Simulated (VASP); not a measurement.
# BiP (P1) in VASP: a series of runs

Runs on BiP. Level: LDA. Tasks: single point.

Program: VASP 6.6.1. These are calculated values, not measurements. Logs are shortened: lines on timing, memory, paths and dates and some standing lists are left out, and cuts for length are marked.

## (1) The cell of the first run

The typed cell holds 2 atoms: a = 3.843 Å, b = 3.843 Å, c = 4.452 Å, α = 90.00°, β = 90.00°, γ = 120.00°.

## (2) Single point, LDA

File INCAR:

```
PREC = Accurate
ENCUT = 520
EDIFF = 1E-7
ISMEAR = 1
SIGMA = 0.05
LREAL = False
LASPH = True
NELM = 100
ALGO = Normal
ISIF = 2
LWAVE = False
LCHARG = True
LELF = True
LVHAR = True
NBANDS = 17
```

File KPOINTS:

```
regular mesh
0
Gamma
  6 6 5
```

File POSCAR:

```
BiP
1.0
    3.8430037400      0.0000000000      0.0000000000
   -1.9215018700      3.3281388600      0.0000000000
    0.0000000000      0.0000000000      4.4518618300
Bi P
1 1
Direct
    0.0067470000      0.0137200000      0.5030140000
    0.0043270000      0.0174930000      0.0038210000
```

Potentials or basis: VASP PAW LDA potentials, release 64 (Bi_d, P).

The run is started by

```bash
> cat potpaw_LDA.64/Bi_d/POTCAR potpaw_LDA.64/P/POTCAR > POTCAR
> mpirun -np 1 vasp_std > vasp.out
```

OUTCAR:

```text
PREC = Accurate
   ENCUT = 520
   EDIFF = 1E-7
   ISMEAR = 1
   LREAL = False
   LASPH = True
   NELM = 100
   ISIF = 2

 ion  position               nearest neighbor table
   1  0.007  0.014  0.503-   2 2.22   2 2.23
   2  0.004  0.017  0.004-   1 2.22   1 2.23

  LATTYP: Found a hexagonal cell.
 ALAT       =     3.8430037400
 C/A-ratio  =     1.1584328643

  Lattice vectors:

 A1 = (   3.8430037400,   0.0000000000,   0.0000000000)
 A2 = (  -1.9215018700,   3.3281388600,   0.0000000000)
 A3 = (   0.0000000000,   0.0000000000,   4.4518618300)

Analysis of symmetry for initial positions (statically):
=====================================================================
 Subroutine PRICEL returns:
 Original cell was already a primitive cell.

 Routine SETGRP: Setting up the symmetry group for a
 hexagonal supercell.

 Subroutine GETGRP returns: Found  1 space group operations
 (whereof  1 operations were pure point group operations)
 out of a pool of 24 trial point group operations.

The static configuration has the point symmetry C_1 .

Analysis of symmetry for dynamics (positions and initial velocities):
=====================================================================
 Subroutine PRICEL returns:
 Original cell was already a primitive cell.

 Routine SETGRP: Setting up the symmetry group for a
 hexagonal supercell.

 Subroutine GETGRP returns: Found  1 space group operations
 (whereof  1 operations were pure point group operations)
 out of a pool of 24 trial point group operations.

The dynamic configuration has the point symmetry C_1 .

 Subroutine INISYM returns: Found  1 space group operations
 (whereof  1 operations are pure point group operations),
 and found     1 'primitive' translations

----------------------------------------------------------------------------------------

                                     Primitive cell

  volume of cell :      56.9395

  direct lattice vectors                    reciprocal lattice vectors
     3.843003740  0.000000000  0.000000000     0.260213122  0.150234116  0.000000000
    -1.921501870  3.328138860  0.000000000     0.000000000  0.300468232  0.000000000
     0.000000000  0.000000000  4.451861830     0.000000000  0.000000000  0.224625120

  length of vectors
     3.843003740  3.843003735  4.451861830     0.300468232  0.300468232  0.224625120

  position of ions in fractional coordinates (direct lattice)
     0.006747000  0.013720000  0.503014000
     0.004327000  0.017493000  0.003821000

  ion indices of the primitive-cell ions
   primitive index   ion index
                 1           1
                 2           2

----------------------------------------------------------------------------------------

 KPOINTS: regular mesh

Automatic generation of k-mesh.
 Grid dimensions read from file:
 generate k-points for:    6    6    5

 Generating k-lattice:

  Cartesian coordinates                     Fractional coordinates (reciprocal lattice)
     0.043368854  0.025039019  0.000000000     0.166666667  0.000000000  0.000000000
     0.000000000  0.050078039  0.000000000     0.000000000  0.166666667  0.000000000
     0.000000000  0.000000000  0.044925024     0.000000000  0.000000000  0.200000000

  Length of vectors
     0.050078039  0.050078039  0.044925024

  Shift w.r.t. Gamma in fractional coordinates (k-lattice)
     0.000000000  0.000000000  0.000000000

 Subroutine IBZKPT returns following result:
 ===========================================

 Found     92 irreducible k-points:

 Following reciprocal coordinates:
            Coordinates               Weight
  0.000000  0.000000  0.000000      1.000000
  0.166667 -0.000000  0.000000      2.000000
  0.000000  0.166667  0.000000      2.000000
 -0.166667  0.166667  0.000000      2.000000
  0.333333  0.000000  0.000000      2.000000
  0.000000  0.333333  0.000000      2.000000
[... 16 lines left out ...]
  0.000000  0.166667  0.200000      2.000000
 -0.166667  0.166667  0.200000      2.000000
 [... further k-points ...]
   k-points           NKPTS =     92   k-points in BZ     NKDIM =     92   number of bands    NBANDS=     17
   number of dos      NEDOS =    301   number of ions     NIONS =      2
   total plane-waves  NPLWV =  32400
   dimension x,y,z NGX =    30 NGY =   30 NGZ =   36
   dimension x,y,z NGXF=    60 NGYF=   60 NGZF=   72
   ions per type =               1   1
   NGX,Y,Z   is equivalent  to a cutoff of  12.98, 12.98, 13.44 a.u.
   NGXF,Y,Z  is equivalent  to a cutoff of  25.96, 25.96, 26.89 a.u.
 SYSTEM =  unknown system
   PREC   = accura    normal or accurate (medium, high low for compatibility)
   ISTART =      0    job   : 0-new  1-cont  2-samecut
   ICHARG =      2    charge: 1-file 2-atom 10-const
   ISPIN  =      1    spin polarized calculation?
   LNONCOLLINEAR =      F non collinear calculations
   LSORBIT =      F    spin-orbit coupling
   LASPH  =      T    aspherical Exc in radial PAW
   ENCUT  =  520.0 eV  38.22 Ry    6.18 a.u.   7.15  7.15  8.28*2*pi/ulx,y,z
   NELM   =    100;   NELMIN=  2; NELMDL= -5     # of ELM steps
   EDIFF  = 0.1E-06   stopping-criterion for ELM
   LREAL  =      F    real-space projection
   EDIFFG = 0.1E-05   stopping-criterion for IOM
   NSW    =      0    number of steps for IOM
   IBRION =     -1    ionic relax: 0-MD 1-quasi-New 2-CG
   NFREE  =      0    steps in history (QN), initial steepest desc. (CG)
   ISIF   =      2    stress and relaxation
   ISYM   =      2    0-nonsym 1-usesym 2-fastsym
   POTIM  = 0.5000    time-step for ionic-motion
   TEBEG  =    0.0;   TEEND  =   0.0 temperature during run
   PSTRESS=    0.0 pullay stress
   NELECT =      20.0000    total number of electrons
   NUPDOWN=      -1.0000    fix difference up-down
   EMIN   =  10.00;   EMAX   =-10.00  energy-range for DOS
   EFERMI =   0.00;   METHOD = LEGACY
   ISMEAR =     1;   SIGMA  =   0.05  broadening in eV -4-tet -1-fermi 0-gaus
   EFERMI_NEDOS =   21; number of points for ismear=-14 and -15
   IALGO  =     38    algorithm
   IMIX   =      4    mixing-type and parameters
     AMIX     =   0.40;   BMIX     =  1.00
     AMIX_MAG =   1.60;   BMIX_MAG =  1.00
  volume/ion in A,a.u.               =      28.47       192.12
  Fermi-wavevector in a.u.,A,eV,Ry     =   1.155084  2.182792 18.153148  1.334219
  Thomas-Fermi vector in A             =   2.291715
   LORBIT       =      0    0 simple, 1 ext, 2 COOP (PROOUT), +10 PAW based schemes
   GGA     = CA    functional components
   LHFCALC =     F    Hartree Fock is set to
   AEXX    =    0.0000 exact exchange contribution
   IVDW    =     0    specifies the selected vdW correction
   LEPSILON=     F    determine dielectric tensor
   LRPA    =     F    only Hartree local field effects (RPA)
 non-spin polarized calculation
 Methfessel and Paxton  Order N= 1 SIGMA  =   0.05
  energy-cutoff  :      520.00
  volume of cell :       56.94
 maximum number of plane-waves:      1556
 NGX is ok and might be reduce to    30
   NGX = 15   NGY = 15   NGZ = 17

 number of electron      20.0000001 magnetization

 Free energy of the ion-electron system (eV)
  ---------------------------------------------------
  ext. energy  EPLUGINS =         0.00000000
  ---------------------------------------------------
  free energy    TOTEN  =        -7.20646769 eV

  energy without entropy =       -7.20527812  energy(sigma->0) =       -7.20607116

 E-fermi :   5.4134     XC(G=0):  -9.5801

 val. band max:        5.2449798623   @ k =  -0.1667   0.1667   0.4000
 cond. band min:       5.4218623304   @ k =  -0.3333  -0.1667   0.4000
 fundamental gap:      0.1768824681
 Fermi energy:         5.4133889255

 k-point     1 :       0.0000    0.0000    0.0000
  band No.  band energies     occupation
      1     -18.3201      2.00000
      2     -17.7648      2.00000
      3     -17.7648      2.00000
      4     -17.6936      2.00000
      5     -17.6936      2.00000
      6      -8.8272      2.00000
[... 9 lines left out ...]
     16      13.2897      0.00000
     17      14.3467      0.00000

 k-point     2 :       0.1667   -0.0000    0.0000
  band No.  band energies     occupation
      1     -18.3151      2.00000
      2     -17.7705      2.00000
      3     -17.7662      2.00000
      4     -17.6943      2.00000
      5     -17.6803      2.00000
      6      -8.6359      2.00000
[... 9 lines left out ...]
     16      13.7386      0.00000
     17      14.9547      0.00000

 k-point     3 :       0.0000    0.1667    0.0000
  band No.  band energies     occupation
      1     -18.3151      2.00000
      2     -17.7705      2.00000
      3     -17.7662      2.00000
      4     -17.6943      2.00000
      5     -17.6803      2.00000
      6      -8.6359      2.00000
[... 9 lines left out ...]
     16      13.7386      0.00000
     17      14.9552      0.00000

 k-point     4 :      -0.1667    0.1667    0.0000
  band No.  band energies     occupation
      1     -18.3151      2.00000
      2     -17.7705      2.00000
      3     -17.7662      2.00000
      4     -17.6943      2.00000
      5     -17.6803      2.00000
      6      -8.6359      2.00000
[... 9 lines left out ...]
     16      13.7387      0.00000
     17      14.9567      0.00000
[... 343 lines left out ...]
      1     -18.2855      2.00000
      2     -17.7726      2.00000
      3     -17.7681      2.00000
      4     -17.6942      2.00000
      5     -17.6801      2.00000
      6      -8.3691      2.00000
[... 9 lines left out ...]
     16      13.8251      0.00000
     17      15.1688      0.00000

 k-point    23 :       0.0000    0.1667    0.2000
  band No.  band energies     occupation
      1     -18.2855      2.00000
      2     -17.7725      2.00000
      3     -17.7681      2.00000
      4     -17.6942      2.00000
      5     -17.6801      2.00000
      6      -8.3691      2.00000
[... 9 lines left out ...]
     16      13.8251      0.00000
     17      15.1689      0.00000

 k-point    24 :      -0.1667    0.1667    0.2000
  band No.  band energies     occupation
      1     -18.2855      2.00000
      2     -17.7725      2.00000
      3     -17.7682      2.00000
      4     -17.6942      2.00000
      5     -17.6801      2.00000
      6      -8.3691      2.00000
[... 9 lines left out ...]
     16      13.8251      0.00000
     17      15.1690      0.00000

 [... further k-points ...]

------------------------ aborting loop because EDIFF is reached ----------------------------------------

  FORCE on cell =-STRESS in cart. coord.  units (eV):
  Direction    XX          YY          ZZ          XY          YZ          ZX
  --------------------------------------------------------------------------------------
  -------------------------------------------------------------------------------------
  Total        0.0889159      0.0882077     19.6154990     -0.0021942     -0.0014023      0.0018583
  in kB        2.5019359      2.4820084    551.9452772     -0.0617400     -0.0394577      0.0522893
  external PRESSURE =     185.6430738 kB  Pullay stress =       0.0000000 kB

 VOLUME and BASIS-vectors are now :
 -----------------------------------------------------------------------------
  energy-cutoff  :      520.00
  volume of cell :       56.94
      direct lattice vectors                 reciprocal lattice vectors
     3.843003740  0.000000000  0.000000000     0.260213122  0.150234116  0.000000000
    -1.921501870  3.328138860  0.000000000     0.000000000  0.300468232  0.000000000
     0.000000000  0.000000000  4.451861830     0.000000000  0.000000000  0.224625120

 POSITION                                       TOTAL-FORCE (eV/Angst)
 -----------------------------------------------------------------------------------
     -0.00043      0.04566      2.23935         0.061002     -0.046304      0.128049
     -0.01698      0.05822      0.01701        -0.061002      0.046304     -0.128049
 -----------------------------------------------------------------------------------
    total drift:                                0.000065      0.000033      0.000399

  FREE ENERGIE OF THE ION-ELECTRON SYSTEM (eV)
  ---------------------------------------------------
  free  energy   TOTEN  =        -7.2064676879 eV

  energy  without entropy=       -7.2052781180  energy(sigma->0) =       -7.20607116
```

Wall time 70 s (1 thread of AMD EPYC 9R45 (Zen 5), shared host); peak memory 0.18 GiB.

What came out:

* Free energy: -7.2065 eV
* Pressure: 18.6 GPa
* Largest force: 0.149 eV/Å
* Band gap on the k mesh: zero (band 10 reaches 7.02 eV, above the bottom of band 11 at 4.09 eV)

Forces in eV/Å, atoms in the order of the input:
```
Bi   0.061 -0.046  0.128
P   -0.061  0.046 -0.128
```

Stress tensor (GPa, compression positive):
```
 0.25 -0.01  0.01
-0.01  0.25  0.00
 0.01  0.00 55.19
```

Caveat: spin-orbit coupling is left out, which moves the levels of the heavy elements.

## (3) Single point, LDA

File INCAR:

```
  PREC = Accurate
  ENCUT = 520
  EDIFF = 1E-7
  ISMEAR = 1
  SIGMA = 0.05
  LREAL = F
  LASPH = T
  NELM = 80
  ALGO = Normal
  ISIF = 2
  LWAVE = F
  LCHARG = F
  GGA = CA
  NBANDS = 17
```

File KPOINTS:

```
regular mesh
0
Gamma
  7 7 6
```

POSCAR is that of step 2.

Potentials or basis: VASP PAW LDA potentials, release 64 (Bi_d, P).

The run is started by

```bash
> cat potpaw_LDA.64/Bi_d/POTCAR potpaw_LDA.64/P/POTCAR > POTCAR
> mpirun -np 1 vasp_std > vasp.out
```

Wall time 1.9 min (1 thread of AMD EPYC 9R45 (Zen 5), shared host); peak memory 0.22 GiB.

Results (log left out):

| Property | Result |
| --- | --- |
| Free energy | -7.1603 eV |
| Pressure | 15.7 GPa |
| Largest force | 0.180 eV/Å |
| Band gap on the k mesh | zero (band 10 reaches 7.08 eV, above the bottom of band 11 at 3.81 eV) |

Forces in eV/Å, atoms in the order of the input:
```
Bi   0.095 -0.072  0.134
P   -0.095  0.072 -0.134
```

Stress tensor (GPa, compression positive):
```
-0.56  0.00  0.01
 0.00 -0.56 -0.01
 0.01 -0.01 48.10
```

Levels at points of the mesh, in eV from the Fermi level:
```
           k point  band 8  band 9  band 10  band 11  band 12  band 13
(0.00, 0.00, 0.00)   -5.67   -1.16    -1.16     3.63     5.44     5.45
(0.00, 0.00, 0.50)    0.50    0.50     1.81     1.82     3.03     4.12
```

Caveat: spin-orbit coupling is left out, which moves the levels of the heavy elements.

## (4) Single point, LDA

File INCAR:

```
SYSTEM = BiP
ALGO = Normal ; EDIFF = 1E-7
ENCUT = 520 ; ISIF = 2
ISMEAR = 1 ; LASPH = .True.
LCHARG = .True. ; LELF = .True.
LREAL = .False. ; LVHAR = .True.
LWAVE = .False. ; NBANDS = 17
NELM = 60 ; PREC = Accurate
SIGMA = 0.05
```

File KPOINTS:

```
k-points
0
Gamma
  9 9 7
  0 0 0
```

POSCAR is that of step 3.

The run is started by

```bash
> cat potpaw_LDA.64/Bi_d/POTCAR potpaw_LDA.64/P/POTCAR > POTCAR
> mpirun -np 1 vasp_std > vasp.out
```

Run time: 3.4 min. Hardware: 1 thread of AMD EPYC 9R45 (Zen 5), shared host; peak memory 0.33 GiB.

Results (log left out):

```
Free energy            : -7.0944 eV
Pressure               : 15.9 GPa
Largest force          : 0.166 eV/Å
Band gap on the k mesh : zero (band 10 reaches 7.34 eV, above the bottom of band 11 at 3.82 eV)
```

Forces on the atoms (eV/Å):
```
Bi   0.081 -0.062  0.131
P   -0.081  0.062 -0.131
```

Stress tensor (GPa, compression positive):
```
-1.74  0.00  0.01
 0.00 -1.75  0.00
 0.01  0.00 51.21
```

Levels at points of the mesh, in eV from the Fermi level:
```tsv
k point	band 6	band 7	band 8	band 9	band 10	band 11	band 12	band 13	band 14	band 15
(0.00, 0.00, 0.00)	-14.11	-6.24	-5.61	-1.10	-1.10	3.68	5.49	5.49	7.53	7.53
```

Caveat: spin-orbit coupling is left out, which moves the levels of the heavy elements.

## (5) The runs side by side

```tsv
k mesh	gap on the mesh (eV)	pressure (GPa)	largest force (eV/Å)
6 × 6 × 5	none	18.6	0.15
7 × 7 × 6	none	15.7	0.18
9 × 9 × 7	none	15.9	0.17
```

Alike in all rows: task single point; level LDA; potentials or basis VASP PAW LDA potentials, release 64 (Bi_d, P); no spin polarisation; cell as given; cutoff (eV) 520; smearing methfessel-paxton 0.05 eV.

Every run on the cell as given and a fine mesh finds a metal.

Caveats: spin-orbit coupling is left out, which moves the levels of the heavy elements.

Total energies depend on the potentials used, so only differences within one code and one set of settings carry meaning.
